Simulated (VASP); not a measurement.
AlCo (WC type): single point with PBE

AlCo (WC type):

```
Co Al
1.0
     2.72899    0.00000    0.00000
    -1.36449    2.36337    0.00000
     0.00000    0.00000    3.78836
Co Al
1 1
Direct
  0.00000 0.00000 0.00000
  0.33333 0.66667 0.50000
```

```yaml
Program: VASP 6.6.1
Task: single point
Functional: PBE
Potentials_or_basis: VASP PAW PBE potentials, release 64 (Co, Al)
Cutoff: 520 eV
k_mesh: 14 × 14 × 12
Occupations: fermi-dirac, width 0.1 eV
Spin: no spin polarisation
Dipole_correction: no
Further_INCAR_settings: ALGO = Normal; EDIFF = 1e-07; NBANDS = 13
```

| Quantity | Value |
| --- | --- |
| Pressure | 0.0 GPa |
| Band gap on the k mesh | zero (bands 6 and 7 overlap by 1.56 eV) |

Stress tensor (GPa, compression positive):
```
 0.14  0.00  0.00
 0.00  0.14  0.00
 0.00  0.00 -0.29
```

Levels at points of the mesh, in eV from the Fermi level:
```csv
k point,band 3,band 4,band 5,band 6,band 7,band 8,band 9,band 10
"(0.00, 0.00, 0.00)",-1.30,-1.30,-1.05,-0.52,-0.52,3.92,13.20,13.20
"(0.50, 0.00, 0.00)",-2.68,-2.49,-0.87,0.11,1.33,5.15,6.68,7.94
"(0.00, 0.00, 0.50)",-1.62,-1.29,-1.29,-0.63,-0.63,10.76,14.50,14.50
"(0.50, 0.00, 0.50)",-2.88,-1.11,-1.05,-0.69,0.12,2.30,3.46,10.33
```

Run time: 67 s on 1 thread of Intel Xeon 8259CL, on a shared host, peak memory 0.18 GiB.

Caveat: the run has no spin polarisation, though such a crystal can be magnetic. Spin polarisation is off, so any magnetic state and its effect on volume and gap are missing.
